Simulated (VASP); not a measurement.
# BiAs (zincblende type) (I-4m2) in VASP: single point with PBE

Aim: the single point of BiAs (zincblende type) with PBE.

Everything below comes from runs of VASP 6.6.1. Logs are shortened: lines on timing, memory, paths and dates and some standing lists are left out, and cuts for length are marked.

## 1. The cell of the first run

Symmetry: I-4m2, No. 119, tetragonal system. The conventional cell has a = 4.840 Å, b = 4.840 Å, c = 6.438 Å, α = 90.00°, β = 90.00°, γ = 90.00°. Within 3.8 Å of As (site symmetry -4m2) lie 4 Bi at 2.91 Å. Bi (site symmetry -4m2) has 4 As at 2.91 Å within 3.8 Å.

## 2. Single point, PBE (z stretched by -4 % at fixed volume)

The input, INCAR:

```
PREC = Accurate
ENCUT = 520
EDIFF = 1E-6
ISMEAR = -1
SIGMA = 0.05
LREAL = F
LASPH = T
NELM = 100
ALGO = Normal
ISIF = 2
LWAVE = F
LCHARG = F
GGA = PE
NBANDS = 17
```

The input, KPOINTS:

```
Automatic mesh
0
Gamma
  10 10 10
```

The input, POSCAR:

```
BiAs
1.0
    0.0000000000      3.4222914479      3.2190212344
    3.4222914479      0.0000000000      3.2190212344
    3.4222914479      3.4222914479      0.0000000000
As Bi
1 1
Direct
    0.0000000000      0.0000000000      0.0000000000
    0.2500000000      0.2500000000      0.2500000000
```

Potentials or basis: VASP PAW PBE potentials, release 64 (As, Bi_d).

The run is started by

```
$ cat potpaw_PBE.64/As/POTCAR potpaw_PBE.64/Bi_d/POTCAR > POTCAR
$ mpirun -np 1 vasp_std > vasp.out
```

OUTCAR:

```text
PREC = Accurate
   ENCUT = 520
   EDIFF = 1E-6
   ISMEAR = -1
   LREAL = F
   LASPH = T
   NELM = 100
   ISIF = 2
   GGA = PE

 ion  position               nearest neighbor table
   1  0.000  0.000  0.000-   2 2.91   2 2.91   2 2.91   2 2.91
   2  0.250  0.250  0.250-   1 2.91   1 2.91   1 2.91   1 2.91

  LATTYP: Found a body centered tetragonal cell.
 ALAT       =     4.8398509800
 C/A-ratio  =     1.3302150201

  Lattice vectors:

 A1 = (   0.0000000000,  -3.4222914479,  -3.2190212344)
 A2 = (   0.0000000000,   3.4222914479,  -3.2190212344)
 A3 = (   3.4222914479,   0.0000000000,   3.2190212344)

Analysis of symmetry for initial positions (statically):
=====================================================================
 Subroutine PRICEL returns:
 Original cell was already a primitive cell.

 Routine SETGRP: Setting up the symmetry group for a
 body centered tetragonal supercell.

 Subroutine GETGRP returns: Found  8 space group operations
 (whereof  8 operations were pure point group operations)
 out of a pool of 16 trial point group operations.

The static configuration has the point symmetry D_2d.

Analysis of symmetry for dynamics (positions and initial velocities):
=====================================================================
 Subroutine PRICEL returns:
 Original cell was already a primitive cell.

 Routine SETGRP: Setting up the symmetry group for a
 body centered tetragonal supercell.

 Subroutine GETGRP returns: Found  8 space group operations
 (whereof  8 operations were pure point group operations)
 out of a pool of 16 trial point group operations.

The dynamic configuration has the point symmetry D_2d.

 Subroutine INISYM returns: Found  8 space group operations
 (whereof  8 operations are pure point group operations),
 and found     1 'primitive' translations

----------------------------------------------------------------------------------------

                                     Primitive cell

  volume of cell :      75.4029

  direct lattice vectors                    reciprocal lattice vectors
[... 67 lines left out ...]
  0.400000  0.300000  0.000000      8.000000
 [... further k-points ...]
   k-points           NKPTS =    102   k-points in BZ     NKDIM =    102   number of bands    NBANDS=     17
   number of dos      NEDOS =    301   number of ions     NIONS =      2
   total plane-waves  NPLWV =  46656
   dimension x,y,z NGX =    36 NGY =   36 NGZ =   36
   dimension x,y,z NGXF=    72 NGYF=   72 NGZF=   72
   ions per type =               1   1
   NGX,Y,Z   is equivalent  to a cutoff of  12.74, 12.74, 12.37 a.u.
   NGXF,Y,Z  is equivalent  to a cutoff of  25.48, 25.48, 24.73 a.u.
 SYSTEM =  unknown system
   PREC   = accura    normal or accurate (medium, high low for compatibility)
   ISTART =      0    job   : 0-new  1-cont  2-samecut
   ICHARG =      2    charge: 1-file 2-atom 10-const
   ISPIN  =      1    spin polarized calculation?
   LNONCOLLINEAR =      F non collinear calculations
   LSORBIT =      F    spin-orbit coupling
   LASPH  =      T    aspherical Exc in radial PAW
   ENCUT  =  520.0 eV  38.22 Ry    6.18 a.u.   8.74  8.74  9.00*2*pi/ulx,y,z
   NELM   =    100;   NELMIN=  2; NELMDL= -5     # of ELM steps
   EDIFF  = 0.1E-05   stopping-criterion for ELM
   LREAL  =      F    real-space projection
[... 7 lines left out ...]
   TEBEG  =    0.0;   TEEND  =   0.0 temperature during run
   PSTRESS=    0.0 pullay stress
   NELECT =      20.0000    total number of electrons
   NUPDOWN=      -1.0000    fix difference up-down
   EMIN   =  10.00;   EMAX   =-10.00  energy-range for DOS
   EFERMI =   0.00;   METHOD = LEGACY
   ISMEAR =    -1;   SIGMA  =   0.05  broadening in eV -4-tet -1-fermi 0-gaus
   EFERMI_NEDOS =   21; number of points for ismear=-14 and -15
   IALGO  =     38    algorithm
   IMIX   =      4    mixing-type and parameters
     AMIX     =   0.40;   BMIX     =  1.00
     AMIX_MAG =   1.60;   BMIX_MAG =  1.00
  volume/ion in A,a.u.               =      37.70       254.42
  Fermi-wavevector in a.u.,A,eV,Ry     =   1.051854  1.987716 15.053449  1.106397
  Thomas-Fermi vector in A             =   2.186914
   LORBIT       =      0    0 simple, 1 ext, 2 COOP (PROOUT), +10 PAW based schemes
   GGA     = PE    functional components
   LHFCALC =     F    Hartree Fock is set to
   AEXX    =    0.0000 exact exchange contribution
   IVDW    =     0    specifies the selected vdW correction
   LEPSILON=     F    determine dielectric tensor
   LRPA    =     F    only Hartree local field effects (RPA)
 non-spin polarized calculation
  energy-cutoff  :      520.00
  volume of cell :       75.40
 maximum number of plane-waves:      2052
   NGX = 17   NGY = 17   NGZ = 17

 number of electron      20.0000006 magnetization

 Free energy of the ion-electron system (eV)
  ---------------------------------------------------
  ext. energy  EPLUGINS =         0.00000000
  ---------------------------------------------------
  free energy    TOTEN  =        -8.14822545 eV

  energy without entropy =       -8.13974861  energy(sigma->0) =       -8.14398703

 E-fermi :   3.4042     XC(G=0):  -8.2305

 val. band max:        3.4030632495   @ k =   0.3000   0.2000   0.0000
 cond. band min:       3.4349843909   @ k =   0.4000   0.3000   0.1000
 fundamental gap:      0.0319211414
 Fermi energy:         3.4042149445

 k-point     1 :       0.0000    0.0000    0.0000
  band No.  band energies     occupation
      1     -19.5334      2.00000
      2     -19.5296      2.00000
      3     -19.5296      2.00000
      4     -19.5186      2.00000
      5     -19.5094      2.00000
      6      -9.4106      2.00000
[... 457 lines left out ...]
      4     -19.5155      2.00000
      5     -19.5119      2.00000
      6      -8.2252      2.00000
[... 9 lines left out ...]
     16      11.9037      0.00000
     17      13.4338      0.00000

 [... further k-points ...]
[... 5 lines left out ...]
  --------------------------------------------------------------------------------------
  -------------------------------------------------------------------------------------
  Total       -0.0472373     -0.0472373     -0.0846863      0.0000000      0.0000000      0.0000000
  in kB       -1.0037098     -1.0037098     -1.7994340      0.0000000      0.0000000      0.0000000
  external PRESSURE =      -1.2689512 kB  Pullay stress =       0.0000000 kB

 VOLUME and BASIS-vectors are now :
 -----------------------------------------------------------------------------
  energy-cutoff  :      520.00
  volume of cell :       75.40
      direct lattice vectors                 reciprocal lattice vectors
     0.000000000  3.422291448  3.219021234    -0.146100941  0.146100941  0.155326717
     3.422291448  0.000000000  3.219021234     0.146100941 -0.146100941  0.155326717
     3.422291448  3.422291448  0.000000000     0.146100941  0.146100941 -0.155326717

 POSITION                                       TOTAL-FORCE (eV/Angst)
 -----------------------------------------------------------------------------------
      0.00000      0.00000      0.00000        -0.000000     -0.000000     -0.000000
      1.71115      1.71115      1.60951         0.000000      0.000000      0.000000
 -----------------------------------------------------------------------------------
    total drift:                                0.000000      0.000000      0.000000

  FREE ENERGIE OF THE ION-ELECTRON SYSTEM (eV)
  ---------------------------------------------------
  free  energy   TOTEN  =        -8.1482254452 eV

  energy  without entropy=       -8.1397486053  energy(sigma->0) =       -8.14398703
```

OSZICAR:

```text
N       E                     dE             d eps       ncg     rms          rms(c)
DAV:   1     0.144254371227E+03    0.14425E+03   -0.10158E+04  3468   0.116E+03
DAV:   2     0.303499281492E+01   -0.14122E+03   -0.13828E+03  3616   0.297E+02
DAV:   3    -0.806694300358E+01   -0.11102E+02   -0.11014E+02  4463   0.892E+01
DAV:   4    -0.835529919072E+01   -0.28836E+00   -0.28804E+00  4181   0.161E+01
DAV:   5    -0.836541131602E+01   -0.10112E-01   -0.10112E-01  4767   0.281E+00    0.244E+00
DAV:   6    -0.814697491197E+01    0.21844E+00   -0.94581E-01  5096   0.421E+00    0.130E+00
DAV:   7    -0.814924178308E+01   -0.22669E-02   -0.66610E-02  3685   0.134E+00    0.709E-01
DAV:   8    -0.814836872017E+01    0.87306E-03   -0.12463E-02  4251   0.858E-01    0.104E-01
DAV:   9    -0.814808174074E+01    0.28698E-03   -0.31062E-03  4409   0.349E-01    0.674E-02
DAV:  10    -0.814819281836E+01   -0.11108E-03   -0.29712E-04  3633   0.115E-01    0.253E-02
DAV:  11    -0.814822042163E+01   -0.27603E-04   -0.71103E-05  4035   0.496E-02    0.765E-03
DAV:  12    -0.814822484684E+01   -0.44252E-05   -0.99181E-06  3741   0.210E-02    0.244E-03
DAV:  13    -0.814822544523E+01   -0.59840E-06   -0.16749E-06  3767   0.578E-03
   1 F= -.81482254E+01 E0= -.81439870E+01  d E =-.847684E-02
```

Wall time 48 s (1 thread of AMD EPYC 9R45 (Zen 5), shared host); peak memory 0.26 GiB.

What came out:

| Quantity | Value |
| --- | --- |
| Free energy | -8.1482 eV |
| Pressure | -0.1 GPa |
| Band gap on the k mesh | zero (bands 10 and 11 overlap by 1.01 eV) |

Caveat: spin-orbit coupling is left out, which moves the levels of the heavy elements.

The gap in the log of VASP goes by the Fermi energy; the results here count the filled bands.